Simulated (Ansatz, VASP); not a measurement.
## Two plane-wave programs on SiO2

INCAR

```
SYSTEM = SiO2
PREC     = Accurate       ! precision mode
ENCUT    = 520            ! plane-wave cutoff, eV
EDIFF    = 1E-7           ! SCF threshold, eV
ISMEAR   = 0              ! smearing method
SIGMA    = 0.01           ! smearing width, eV
LREAL    = .False.        ! projectors in reciprocal space
LASPH    = .True.         ! aspherical terms in the spheres
NELM     = 60             ! most SCF steps
ALGO     = Normal         ! electronic algorithm
ISIF     = 2              ! what is computed and relaxed
LWAVE    = .False.        ! write WAVECAR
LCHARG   = .True.         ! write CHGCAR
GGA      = PS             ! functional
LELF     = .True.         ! ELF
LVHAR    = .True.       
NBANDS   = 34             ! bands
```

The input KPOINTS:

```
Automatic mesh
0
Gamma
  6 6 4
  0 0 0
```

Contents of POSCAR:

```
SiO2
1.0
    5.0130000000      0.0000000000      0.0000000000
   -2.5065000000      4.3413850000      0.0000000000
    0.0000000000      0.0000000000      5.4700000000
Si O
3 6
Direct
    0.5000000000      0.5000000000      0.3333333333
    0.0000000000      0.5000000000      0.6666666667
    0.5000000000      0.0000000000      0.0000000000
    0.1970000000      0.8030000000      0.8333333333
    0.3940000000      0.1970000000      0.1666666667
    0.1970000000      0.3940000000      0.5000000000
    0.8030000000      0.1970000000      0.8333333333
    0.6060000000      0.8030000000      0.1666666667
    0.8030000000      0.6060000000      0.5000000000
```

Input for Ansatz:

```yaml
crystal:
  lattice:
    - [5.013, 0.0, 0.0]
    - [-2.5065, 4.341385, 0.0]
    - [0.0, 0.0, 5.47]
  atoms:
    - { symbol: Si, position: [0.5, 0.5, 0.3333333333333333] }
    - { symbol: Si, position: [0.0, 0.5, 0.6666666666666666] }
    - { symbol: Si, position: [0.5, 0.0, 0.0] }
    - { symbol: O, position: [0.19699999999999998, 0.803, 0.8333333333333334] }
    - { symbol: O, position: [0.394, 0.197, 0.16666666666666666] }
    - { symbol: O, position: [0.197, 0.394, 0.5] }
    - { symbol: O, position: [0.803, 0.197, 0.8333333333333334] }
    - { symbol: O, position: [0.606, 0.803, 0.16666666666666666] }
    - { symbol: O, position: [0.803, 0.606, 0.5] }
basis:
  ecutwfc: 450.0
kpoints:
  mp_grid:
    grid: [6, 6, 4]
  band_path:
    path:
      - [0.0, 0.0, 0.0]
      - [0.5, 0.0, 0.0]
      - [0.33333, 0.33333, 0.0]
      - [0.0, 0.0, 0.0]
      - [0.0, 0.0, 0.5]
      - [0.5, 0.0, 0.5]
      - [0.33333, 0.33333, 0.5]
      - [0.0, 0.0, 0.5]
    npoints: 6
hamiltonian:
  xc: pbesol
scf:
  n_extra_bands: 10
  occupations:
    method: fixed
output:
  eigenvalues: true
```

Alike in both runs: task single point; functional PBEsol; k mesh 6 × 6 × 4; no spin polarisation.

|  | VASP | Ansatz |
| --- | --- | --- |
| version | VASP 6.6.1 | Ansatz 0.2.0 |
| potentials or method | VASP PAW PBE potentials, release 64 (Si, O), cutoff 520 eV | plane waves, PAW |
| occupations | gaussian, width 0.01 eV | fixed |
| valence electrons in the cell | 48 | 48 |

```tsv
	VASP	Ansatz	Ansatz less VASP
gap on the k mesh at the Fermi level (eV)	5.49	5.50	+0.007
```

VASP's potentials were made for PBE, not for PBEsol.
